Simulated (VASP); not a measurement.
# CdS (Hawleyite) (F-43m) in VASP: a series of runs, part 2 of 3

VASP 6.6.1.

## (3) Relaxation of cell and atoms, r2SCAN, target pressure 1 GPa, at which the enthalpy is minimised

This run uses another cell than the first one, of 25.39 Å³/atom, 1.031 times its volume.

POSCAR reads:

```
CdS
1.0
    0.0000000000      2.9392750276      2.9392750276
    2.9392750276      0.0000000000      2.9392750276
    2.9392750276      2.9392750276      0.0000000000
Cd S
1 1
Direct
    0.0000000000      0.0000000000      0.0000000000
    0.7500000000      0.7500000000      0.7500000000
```

INCAR.step1 reads:

```
SYSTEM = CdS
  ALGO = Normal
  EDIFF = 1E-4
  ENCUT = 600
  GGA = PE
  ISMEAR = 0
  LASPH = .True.
  LCHARG = .False.
  LREAL = .False.
  LWAVE = .True.
  NELM = 60
  PREC = Accurate
  SIGMA = 0.01
```

INCAR.step2 reads:

```
SYSTEM = CdS
  ALGO = Normal
  EDIFF = 1E-7
  EDIFFG = -0.002
  ENCUT = 600
  IBRION = 2
  ISIF = 3
  ISMEAR = 0
  ISTART = 1
  LASPH = .True.
  LCHARG = .False.
  LMIXTAU = .True.
  LREAL = .False.
  LWAVE = .False.
  METAGGA = R2SCAN
  NELM = 60
  NSW = 100
  PREC = Accurate
  PSTRESS = 10.0
  SIGMA = 0.01
```

KPOINTS reads:

```
k-points
0
Gamma
  6 6 6
  0 0 0
```

Potentials or basis: VASP PAW PBE potentials, release 64 (Cd, S).

Run with:

```console
$ cat potpaw_PBE.64/Cd/POTCAR potpaw_PBE.64/S/POTCAR > POTCAR
$ cp INCAR.step1 INCAR
$ mpirun -np 1 vasp_std > vasp.out
$ cp INCAR.step2 INCAR
$ mpirun -np 1 vasp_std > vasp.out
```

OUTCAR:

```text
SYSTEM = CdS
   EDIFF = 1E-7
   EDIFFG = -0.002
   ENCUT = 600
   IBRION = 2
   ISIF = 3
   ISMEAR = 0
   ISTART = 1
   LASPH = .True.
   LREAL = .False.
   METAGGA = R2SCAN
   NELM = 60
   NSW = 100
   PREC = Accurate
   PSTRESS = 10.0

 ion  position               nearest neighbor table
   1  0.000  0.000  0.000-   2 2.55   2 2.55   2 2.55   2 2.55
   2  0.750  0.750  0.750-   1 2.55   1 2.55   1 2.55   1 2.55

  LATTYP: Found a face centered cubic cell.
 ALAT       =     5.8785500552

  Lattice vectors:

 A1 = (   0.0000000000,   2.9392750276,   2.9392750276)
 A2 = (   2.9392750276,   0.0000000000,   2.9392750276)
 A3 = (   2.9392750276,   2.9392750276,   0.0000000000)

Analysis of symmetry for initial positions (statically):
=====================================================================
 Subroutine PRICEL returns:
 Original cell was already a primitive cell.

 Routine SETGRP: Setting up the symmetry group for a
 face centered cubic supercell.

 Subroutine GETGRP returns: Found 24 space group operations
 (whereof 24 operations were pure point group operations)
 out of a pool of 48 trial point group operations.

The static configuration has the point symmetry T_d .

Analysis of symmetry for dynamics (positions and initial velocities):
=====================================================================
 Subroutine PRICEL returns:
 Original cell was already a primitive cell.

 Routine SETGRP: Setting up the symmetry group for a
 face centered cubic supercell.

 Subroutine GETGRP returns: Found 24 space group operations
 (whereof 24 operations were pure point group operations)
 out of a pool of 48 trial point group operations.

The dynamic configuration has the point symmetry T_d .

 Subroutine INISYM returns: Found 24 space group operations
 (whereof 24 operations are pure point group operations),
 and found     1 'primitive' translations

----------------------------------------------------------------------------------------

                                     Primitive cell

  volume of cell :      50.7868

  direct lattice vectors                    reciprocal lattice vectors
     0.000000000  2.939275028  2.939275028    -0.170109975  0.170109975  0.170109975
     2.939275028  0.000000000  2.939275028     0.170109975 -0.170109975  0.170109975
     2.939275028  2.939275028  0.000000000     0.170109975  0.170109975 -0.170109975

  length of vectors
     4.156762608  4.156762608  4.156762608     0.294639119  0.294639119  0.294639119

  position of ions in fractional coordinates (direct lattice)
     0.000000000  0.000000000  0.000000000
     0.750000000  0.750000000  0.750000000

  ion indices of the primitive-cell ions
   primitive index   ion index
                 1           1
                 2           2

----------------------------------------------------------------------------------------

 KPOINTS: k-points

Automatic generation of k-mesh.
 Grid dimensions read from file:
 generate k-points for:    6    6    6

 Generating k-lattice:

  Cartesian coordinates                     Fractional coordinates (reciprocal lattice)
    -0.028351662  0.028351662  0.028351662     0.166666667  0.000000000  0.000000000
     0.028351662 -0.028351662  0.028351662     0.000000000  0.166666667  0.000000000
     0.028351662  0.028351662 -0.028351662     0.000000000  0.000000000  0.166666667

  Length of vectors
     0.049106520  0.049106520  0.049106520

  Shift w.r.t. Gamma in fractional coordinates (k-lattice)
     0.000000000  0.000000000  0.000000000

 Subroutine IBZKPT returns following result:
 ===========================================

 Found     16 irreducible k-points:

 Following reciprocal coordinates:
            Coordinates               Weight
  0.000000  0.000000  0.000000      1.000000
  0.166667  0.000000  0.000000      8.000000
  0.333333  0.000000  0.000000      8.000000
  0.500000  0.000000  0.000000      4.000000
  0.166667  0.166667  0.000000      6.000000
  0.333333  0.166667  0.000000     24.000000
[... 8 lines left out ...]
 -0.333333  0.333333  0.166667     24.000000
 -0.333333  0.500000  0.166667     12.000000
   k-points           NKPTS =     16   k-points in BZ     NKDIM =     16   number of bands    NBANDS=     13
   number of dos      NEDOS =    301   number of ions     NIONS =      2
   total plane-waves  NPLWV =  46656
   dimension x,y,z NGX =    36 NGY =   36 NGZ =   36
   dimension x,y,z NGXF=    72 NGYF=   72 NGZF=   72
   ions per type =               1   1
   NGX,Y,Z   is equivalent  to a cutoff of  14.40, 14.40, 14.40 a.u.
   NGXF,Y,Z  is equivalent  to a cutoff of  28.80, 28.80, 28.80 a.u.
 SYSTEM =  CdS
   PREC   = accura    normal or accurate (medium, high low for compatibility)
   ISTART =      1    job   : 0-new  1-cont  2-samecut
   ICHARG =      0    charge: 1-file 2-atom 10-const
   ISPIN  =      1    spin polarized calculation?
   LNONCOLLINEAR =      F non collinear calculations
   LSORBIT =      F    spin-orbit coupling
   LASPH  =      T    aspherical Exc in radial PAW
   ENCUT  =  600.0 eV  44.10 Ry    6.64 a.u.   8.30  8.30  8.30*2*pi/ulx,y,z
   NELM   =     60;   NELMIN=  2; NELMDL=  0     # of ELM steps
   EDIFF  = 0.1E-06   stopping-criterion for ELM
   LREAL  =      F    real-space projection
   EDIFFG = -.2E-02   stopping-criterion for IOM
   NSW    =    100    number of steps for IOM
   IBRION =      2    ionic relax: 0-MD 1-quasi-New 2-CG
   NFREE  =      1    steps in history (QN), initial steepest desc. (CG)
   ISIF   =      3    stress and relaxation
   ISYM   =      2    0-nonsym 1-usesym 2-fastsym
   POTIM  = 0.5000    time-step for ionic-motion
   TEBEG  =    0.0;   TEEND  =   0.0 temperature during run
   PSTRESS=   10.0 pullay stress
   NELECT =      18.0000    total number of electrons
   NUPDOWN=      -1.0000    fix difference up-down
   EMIN   =  10.00;   EMAX   =-10.00  energy-range for DOS
   EFERMI =   0.00;   METHOD = LEGACY
   ISMEAR =     0;   SIGMA  =   0.01  broadening in eV -4-tet -1-fermi 0-gaus
   EFERMI_NEDOS =   21; number of points for ismear=-14 and -15
   IALGO  =     38    algorithm
   IMIX   =      4    mixing-type and parameters
     AMIX     =   0.40;   BMIX     =  1.00
     AMIX_MAG =   1.60;   BMIX_MAG =  1.00
  volume/ion in A,a.u.               =      25.39       171.36
  Fermi-wavevector in a.u.,A,eV,Ry     =   1.158552  2.189345 18.262314  1.342242
  Thomas-Fermi vector in A             =   2.295153
   LORBIT       =      0    0 simple, 1 ext, 2 COOP (PROOUT), +10 PAW based schemes
   METAGGA = R2SCAN    functional components
   LHFCALC =     F    Hartree Fock is set to
   AEXX    =    0.0000 exact exchange contribution
   IVDW    =     0    specifies the selected vdW correction
   LEPSILON=     F    determine dielectric tensor
   LRPA    =     F    only Hartree local field effects (RPA)
 conjugate gradient relaxation of ions
 non-spin polarized calculation
 Gauss-broadening in eV      SIGMA  =   0.01
  energy-cutoff  :      600.00
  volume of cell :       50.79
 maximum number of plane-waves:      1711
 NGX is ok and might be reduce to    36
   NGX = 17   NGY = 17   NGZ = 17

--------------------------------------- Ionic step        1  -------------------------------------------

 number of electron      17.9999999 magnetization

 Free energy of the ion-electron system (eV)
  ---------------------------------------------------
  ext. energy  EPLUGINS =         0.00000000
  ---------------------------------------------------
  free energy    TOTEN  =       -29.68452188 eV

  energy without entropy =      -29.68452188  energy(sigma->0) =      -29.68452188

------------------------ aborting loop because EDIFF is reached ----------------------------------------

  FORCE on cell =-STRESS in cart. coord.  units (eV):
  Direction    XX          YY          ZZ          XY          YZ          ZX
  --------------------------------------------------------------------------------------
  -------------------------------------------------------------------------------------
  Total        0.0794868      0.0794868      0.0794868      0.0000000     -0.0000000      0.0000000
  in kB        2.5075803      2.5075803      2.5075803      0.0000000     -0.0000000      0.0000000
  external PRESSURE =      -7.4924197 kB  Pullay stress =      10.0000000 kB
[... 61 lines left out ...]
  enthalpy is  TOTEN    =       -29.3686657993 eV   P V=        0.3115693098

--------------------------------------- Ionic step        3  -------------------------------------------

 number of electron      17.9999999 magnetization

 Free energy of the ion-electron system (eV)
  ---------------------------------------------------
  ext. energy  EPLUGINS =         0.00000000
  ---------------------------------------------------
  free energy    TOTEN  =       -29.68219760 eV

  energy without entropy =      -29.68219760  energy(sigma->0) =      -29.68219760

 E-fermi :   1.0252     XC(G=0):  -9.6769

 val. band max:        0.9539286270   @ k =   0.0000   0.0000   0.0000
 cond. band min:       2.5190983296   @ k =   0.0000   0.0000   0.0000
 fundamental gap:      1.5651697026
 Fermi energy:         1.0252040637

 k-point     1 :       0.0000    0.0000    0.0000
  band No.  band energies     occupation
      1     -11.8502      2.00000
      2      -6.9750      2.00000
      3      -6.9750      2.00000
      4      -6.9750      2.00000
      5      -6.4777      2.00000
      6      -6.4777      2.00000
      7       0.9539      2.00000
      8       0.9539      2.00000
      9       0.9539      2.00000
     10       2.5191      0.00000
     11       8.0302      0.00000
     12       8.0302      0.00000
     13       8.0302      0.00000
[... 267 lines left out ...]
  FREE ENERGIE OF THE ION-ELECTRON SYSTEM (eV)
  ---------------------------------------------------
  free  energy   TOTEN  =       -29.6821976034 eV

  energy  without entropy=      -29.6821976034  energy(sigma->0) =      -29.68219760

  enthalpy is  TOTEN    =       -29.3689599418 eV   P V=        0.3132376616

 reached required accuracy - stopping structural energy minimisation
```

Run time: 2.2 min. Hardware: 1 thread of Intel Xeon Platinum 8488C (Sapphire Rapids), shared host; peak memory 0.23 GiB.

Results:

```
Free energy                                            : -29.6822 eV
Relaxed volume                                         : 25.09 Å³/atom
Relaxed cell                                           : a = 4.140 Å, b = 4.140 Å, c = 4.140 Å, α = 60.00°, β = 60.00°, γ = 60.00°
Space group after relaxing (to 0.05 Å)                 : F-43m (No. 216)
Energy change on relaxing (the enthalpy is what falls) : +1.2 meV/atom
Ionic steps                                            : 3
Pressure after relaxing                                : 1.0 GPa
Band gap on the k mesh                                 : 1.57 eV, direct
```

The path:
```
step  energy change (eV)  largest force (eV/Å)  pressure (GPa)  volume (Å³)
   1              0.0000                0.0000            0.25        50.79
   2              0.0043                0.0000            1.35        49.92
   3              0.0023                0.0000            1.01        50.19
```

Final structure:
```
Cd S
1.0
     0.00000    2.92764    2.92764
     2.92764    0.00000    2.92764
     2.92764    2.92764    0.00000
Cd S
1 1
Direct
  0.00000 0.00000 0.00000
  0.75000 0.75000 0.75000
```

Caveat: the cell is relaxed towards a set pressure, so the enthalpy falls and the energy may rise; the PAW data sets were made with another functional, which shifts forces and pressure a little. r2SCAN opens gaps a little over a GGA but as a rule still falls short of measured ones.

## (4) Relaxation of cell and atoms, r2SCAN, target pressure 2 GPa, at which the enthalpy is minimised

This run uses another cell than the first one, of 25.39 Å³/atom, 1.031 times its volume.

POSCAR is that of step 3.

INCAR.step1 reads:

```
SYSTEM = CdS
PREC = Accurate
ENCUT = 600
ISMEAR = 0
SIGMA = 0.01
LREAL = .False.
LASPH = .True.
NELM = 60
GGA = PE
ALGO = Normal
EDIFF = 1E-4
LWAVE = .True.
LCHARG = .False.
```

INCAR.step2 reads:

```
SYSTEM = CdS
PREC = Accurate
ENCUT = 600
EDIFF = 1E-7
ISMEAR = 0
SIGMA = 0.01
LREAL = .False.
LASPH = .True.
NELM = 60
ALGO = Normal
ISIF = 3
LWAVE = .False.
LCHARG = .False.
METAGGA = R2SCAN
LMIXTAU = .True.
IBRION = 2
NSW = 100
EDIFFG = -0.002
PSTRESS = 20.0
ISTART = 1
```

KPOINTS reads:

```
regular mesh
0
Gamma
  6 6 6
  0 0 0
```

Potentials or basis: VASP PAW PBE potentials, release 64 (Cd, S).

Run with:

```console
$ cat potpaw_PBE.64/Cd/POTCAR potpaw_PBE.64/S/POTCAR > POTCAR
$ cp INCAR.step1 INCAR
$ mpirun -np 1 vasp_std > vasp.out
$ cp INCAR.step2 INCAR
$ mpirun -np 1 vasp_std > vasp.out
```

OUTCAR:

```text
SYSTEM = CdS
   PREC = Accurate
   ENCUT = 600
   EDIFF = 1E-7
   ISMEAR = 0
   LREAL = .False.
   LASPH = .True.
   NELM = 60
   ISIF = 3
   METAGGA = R2SCAN
   IBRION = 2
   NSW = 100
   EDIFFG = -0.002
   PSTRESS = 20.0
   ISTART = 1

 ion  position               nearest neighbor table
   1  0.000  0.000  0.000-   2 2.55   2 2.55   2 2.55   2 2.55
   2  0.750  0.750  0.750-   1 2.55   1 2.55   1 2.55   1 2.55

  LATTYP: Found a face centered cubic cell.
 ALAT       =     5.8785500552

  Lattice vectors:

 A1 = (   0.0000000000,   2.9392750276,   2.9392750276)
 A2 = (   2.9392750276,   0.0000000000,   2.9392750276)
 A3 = (   2.9392750276,   2.9392750276,   0.0000000000)

Analysis of symmetry for initial positions (statically):
=====================================================================
 Subroutine PRICEL returns:
 Original cell was already a primitive cell.

 Routine SETGRP: Setting up the symmetry group for a
 face centered cubic supercell.

 Subroutine GETGRP returns: Found 24 space group operations
 (whereof 24 operations were pure point group operations)
 out of a pool of 48 trial point group operations.

The static configuration has the point symmetry T_d .

Analysis of symmetry for dynamics (positions and initial velocities):
=====================================================================
 Subroutine PRICEL returns:
 Original cell was already a primitive cell.

 Routine SETGRP: Setting up the symmetry group for a
 face centered cubic supercell.

 Subroutine GETGRP returns: Found 24 space group operations
 (whereof 24 operations were pure point group operations)
 out of a pool of 48 trial point group operations.

The dynamic configuration has the point symmetry T_d .

 Subroutine INISYM returns: Found 24 space group operations
 (whereof 24 operations are pure point group operations),
 and found     1 'primitive' translations

----------------------------------------------------------------------------------------
[... 96 lines left out ...]
   NUPDOWN=      -1.0000    fix difference up-down
   EMIN   =  10.00;   EMAX   =-10.00  energy-range for DOS
   EFERMI =   0.00;   METHOD = LEGACY
   ISMEAR =     0;   SIGMA  =   0.01  broadening in eV -4-tet -1-fermi 0-gaus
   EFERMI_NEDOS =   21; number of points for ismear=-14 and -15
   IALGO  =     38    algorithm
   IMIX   =      4    mixing-type and parameters
     AMIX     =   0.40;   BMIX     =  1.00
     AMIX_MAG =   1.60;   BMIX_MAG =  1.00
  volume/ion in A,a.u.               =      25.39       171.36
  Fermi-wavevector in a.u.,A,eV,Ry     =   1.158552  2.189345 18.262314  1.342242
  Thomas-Fermi vector in A             =   2.295153
   LORBIT       =      0    0 simple, 1 ext, 2 COOP (PROOUT), +10 PAW based schemes
   METAGGA = R2SCAN    functional components
   LHFCALC =     F    Hartree Fock is set to
   AEXX    =    0.0000 exact exchange contribution
   IVDW    =     0    specifies the selected vdW correction
   LEPSILON=     F    determine dielectric tensor
   LRPA    =     F    only Hartree local field effects (RPA)
 conjugate gradient relaxation of ions
 non-spin polarized calculation
 Gauss-broadening in eV      SIGMA  =   0.01
  energy-cutoff  :      600.00
  volume of cell :       50.79
 maximum number of plane-waves:      1711
 NGX is ok and might be reduce to    36
   NGX = 17   NGY = 17   NGZ = 17

--------------------------------------- Ionic step        1  -------------------------------------------

 number of electron      17.9999999 magnetization

 Free energy of the ion-electron system (eV)
  ---------------------------------------------------
  ext. energy  EPLUGINS =         0.00000000
  ---------------------------------------------------
  free energy    TOTEN  =       -29.68452188 eV

  energy without entropy =      -29.68452188  energy(sigma->0) =      -29.68452188

------------------------ aborting loop because EDIFF is reached ----------------------------------------

  FORCE on cell =-STRESS in cart. coord.  units (eV):
  Direction    XX          YY          ZZ          XY          YZ          ZX
  --------------------------------------------------------------------------------------
  -------------------------------------------------------------------------------------
  Total        0.0794868      0.0794868      0.0794868      0.0000000     -0.0000000      0.0000000
  in kB        2.5075803      2.5075803      2.5075803      0.0000000     -0.0000000      0.0000000
  external PRESSURE =     -17.4924197 kB  Pullay stress =      20.0000000 kB
[... 63 lines left out ...]
--------------------------------------- Ionic step        3  -------------------------------------------

 number of electron      18.0000000 magnetization

 Free energy of the ion-electron system (eV)
  ---------------------------------------------------
  ext. energy  EPLUGINS =         0.00000000
  ---------------------------------------------------
  free energy    TOTEN  =       -29.67529264 eV

  energy without entropy =      -29.67529264  energy(sigma->0) =      -29.67529264

 E-fermi :   1.1587     XC(G=0):  -9.7506

 val. band max:        1.0818714919   @ k =   0.0000   0.0000   0.0000
 cond. band min:       2.6816224300   @ k =   0.0000   0.0000   0.0000
 fundamental gap:      1.5997509381
 Fermi energy:         1.1587095079

 k-point     1 :       0.0000    0.0000    0.0000
  band No.  band energies     occupation
      1     -11.8165      2.00000
      2      -6.9011      2.00000
      3      -6.9011      2.00000
      4      -6.9011      2.00000
      5      -6.3819      2.00000
      6      -6.3819      2.00000
      7       1.0819      2.00000
      8       1.0819      2.00000
      9       1.0819      2.00000
     10       2.6816      0.00000
     11       8.1546      0.00000
     12       8.1546      0.00000
     13       8.1546      0.00000
[... 271 lines left out ...]
  energy  without entropy=      -29.6752926367  energy(sigma->0) =      -29.67529264

  enthalpy is  TOTEN    =       -29.0580572961 eV   P V=        0.6172353406

 reached required accuracy - stopping structural energy minimisation
```

Run time: 2.2 min. Hardware: 1 thread of Intel Xeon Platinum 8488C (Sapphire Rapids), shared host; peak memory 0.23 GiB.

What came out:

| Item | Value |
| --- | --- |
| Free energy | -29.6753 eV |
| Relaxed volume | 24.72 Å³/atom |
| Relaxed cell | a = 4.120 Å, b = 4.120 Å, c = 4.120 Å, α = 60.00°, β = 60.00°, γ = 60.00° |
| Space group after relaxing (to 0.05 Å) | F-43m (No. 216) |
| Energy change on relaxing (the enthalpy is what falls) | +4.6 meV/atom |
| Ionic steps | 3 |
| Pressure after relaxing | 2.0 GPa |
| Band gap on the k mesh | 1.60 eV, direct |

Step by step:
```
step  energy change (eV)  largest force (eV/Å)  pressure (GPa)  volume (Å³)
   1              0.0000                0.0000            0.25        50.79
   2              0.0196                0.0000            2.98        48.78
   3              0.0092                0.0000            2.01        49.45
```

Final structure:
```
Cd S
1.0
     0.00000    2.91318    2.91318
     2.91318    0.00000    2.91318
     2.91318    2.91318    0.00000
Cd S
1 1
Direct
  0.00000 0.00000 0.00000
  0.75000 0.75000 0.75000
```

Levels at points of the mesh, in eV from the valence-band top:
```
           k point  band 7  band 8  band 9  band 10  band 11  band 12
(0.00, 0.00, 0.00)    0.00    0.00    0.00     1.60     7.07     7.07
(0.50, 0.00, 0.00)   -4.49   -0.77   -0.77     3.48     7.48     7.48
(0.50, 0.50, 0.00)   -4.00   -1.94   -1.94     3.84     4.76     9.82
```

Caveat: the cell is relaxed towards a set pressure, so the enthalpy falls and the energy may rise; the PAW data sets were made with another functional, which shifts forces and pressure a little. r2SCAN opens gaps a little over a GGA but as a rule still falls short of measured ones.

(Part 2 of 3 ends here.)
